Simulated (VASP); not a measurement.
Sb3Au:

```
CELL_PARAMETERS angstrom
3.06319 0.00000 0.00000
0.00000 3.06319 0.00000
0.00000 0.00000 11.81513
ATOMIC_POSITIONS crystal
Sb 0.00000 0.00000 0.23122
Sb 0.00000 0.00000 0.50000
Sb 0.00000 0.00000 0.76878
Au 0.00000 0.00000 0.00000
```

- Program: VASP 6.6.1
- Task: relaxation of volume and atoms at fixed shape
- Functional: LDA
- Potentials or basis: VASP PAW LDA potentials, release 64 (Sb, Au)
- Cutoff: 600 eV
- k mesh: 7 × 7 × 2
- Occupations: fermi-dirac, width 0.1 eV
- Spin: no spin polarisation

At the start: pressure -5.0 GPa; volume 27.72 Å³/atom.

Task: How do energy, volume and symmetry change on relaxing?

Result: Over 6 steps the energy falls by 34.5 meV/atom and the volume is 25.61 Å³/atom (-7.6 %); space group P4/mmm (No. 123, to 0.05 Å).

The path:
```
step  energy change (eV)  largest force (eV/Å)  pressure (GPa)  volume (Å³)
   1              0.0000                0.1543           -5.00       110.86
   2             -0.0645                0.3099            4.66        97.57
   3             -0.1370                0.0863           -0.05       102.80
   4             -0.1370                0.0922            0.07       102.64
   5             -0.1376                0.0640            0.08       102.58
   6             -0.1380                0.0088            0.10       102.42
```

Final structure:
```xyz
4
Lattice="2.9834 0.0000 0.0000 0.0000 2.9834 0.0000 0.0000 0.0000 11.5074" Properties=species:S:1:pos:R:3 pbc="T T T"
Sb    0.0000    0.0000    2.6708
Sb    0.0000    0.0000    5.7537
Sb    2.9834    0.0000    8.8366
Au    0.0000    0.0000    0.0000
```
